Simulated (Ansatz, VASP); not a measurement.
## Ge2Sb2Te in VASP and in Ansatz

```
Ge Sb Te
1.0
     4.58810    0.00000    0.00000
    -2.29405    3.97341    0.00000
     0.00000    0.00000    8.08820
Ge Sb Te
2 2 1
Direct
  0.33333 0.66667 0.50000
  0.66667 0.33333 0.50000
  0.33333 0.66667 0.00000
  0.66667 0.33333 0.00000
  0.00000 0.00000 0.50000
```

Alike in both runs: task relaxation of cell and atoms; functional PBE; k mesh 6 × 6 × 2; occupations gaussian, width 0.1 eV; no spin polarisation.

```csv
,VASP,Ansatz
version,VASP 6.6.1,Ansatz 0.2.0
potentials or method,"VASP PAW PBE potentials, release 64 (Ge_d, Sb, Te), cutoff 600 eV","scalar-relativistic, plane waves, PAW"
valence electrons in the cell,44,74
```

```tsv
	VASP	Ansatz	Ansatz less VASP
gap on the k mesh at the Fermi level, each at its own relaxed structure (eV)	none	none	-
relaxed volume (Å³/atom)	28.20	28.31	+0.102
relaxed length of the cell vector where the two differ most in proportion (Å)	6.098	6.114	+0.0165
```

A gap of «none» marks a metal or a gap that the smearing closes. VASP's potentials hold 44 valence electrons a cell and Ansatz's 74, so a difference there can come from the potentials and not from the codes.

The k mesh is coarse, so the values compare programs but aren't converged. Spin-orbit coupling is off throughout.
